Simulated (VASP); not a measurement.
Input of a VASP 6.6.1 run:

The input INCAR:

```
PREC = Accurate
ENCUT = 520
EDIFF = 1E-6
ISMEAR = -1
SIGMA = 0.05
LREAL = F
LASPH = T
NELM = 150
ALGO = Normal
ISIF = 2
LWAVE = F
LCHARG = F
LMAXMIX = 4
LDAU = T
LDAUTYPE = 2
LDAUL = 2 -1
LDAUU = 6 0
LDAUJ = 0 0
LDAUPRINT = 1
GGA = PE
NBANDS = 33
```

File KPOINTS:

```
Automatic mesh
0
Gamma
  8 8 6
```

The input POSCAR:

```
TiO2
1.0
    2.7060340000     -2.7066550000      0.0000000000
    2.7060340000      2.7066550000      0.0000000000
   -2.6335310000      0.0000000000      4.7966370000
Ti O
2 4
Direct
    0.8658900000      0.1341100000      0.7500000000
    0.1341100000      0.8658900000      0.2500000000
    0.0887550000      0.3312210000      0.1671490000
    0.9112450000      0.6687790000      0.8328510000
    0.6687790000      0.9112450000      0.3328510000
    0.3312210000      0.0887550000      0.6671490000
```

Potentials or basis: VASP PAW PBE potentials, release 64 (Ti_sv, O).

Run with:

```console
$ cat potpaw_PBE.64/Ti_sv/POTCAR potpaw_PBE.64/O/POTCAR > POTCAR
$ mpirun -np 1 vasp_std > vasp.out
```

Problem. Estimate the pressure.

Solution. 9.2 GPa.

Problem. Estimate the band gap on the k mesh.

Solution. 2.92 eV (least direct gap 3.30 eV).

Problem. Estimate the largest force.

Solution. 0.351 eV/Å.

Stress tensor (GPa, compression positive):
```
9.82 0.00 0.55
0.00 9.71 0.00
0.55 0.00 8.19
```

Caveat: the cell stands under pressure. A k mesh can miss the band edges.
